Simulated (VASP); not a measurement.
Input of a VASP 6.6.1 run:

Contents of INCAR:

```
SYSTEM = V
PREC = Accurate
ENCUT = 520
EDIFF = 1E-6
ISMEAR = -1
SIGMA = 0.1
LREAL = .FALSE.
LASPH = .TRUE.
NELM = 100
ALGO = Normal
ISIF = 2
LWAVE = .FALSE.
LCHARG = .FALSE.
NBANDS = 12
```

File KPOINTS:

```
regular mesh
0
G
  15 15 15
  0 0 0
```

POSCAR

```
V
1.0
    2.3486165138      0.0000000000      0.0000000000
    0.0000000000      2.3486165138      0.0000000000
    0.0000000000      0.0000000000      2.3486165138
V
1
Direct
    0.0000000000      0.0000000000      0.0000000000
```

Potentials or basis: VASP PAW LDA potentials, release 64 (V_sv).

Command:

```bash
$ cat potpaw_LDA.64/V_sv/POTCAR > POTCAR
$ mpirun -np 1 vasp_std > vasp.out
```

Q: Estimate the pressure.

A: 8.7 GPa.
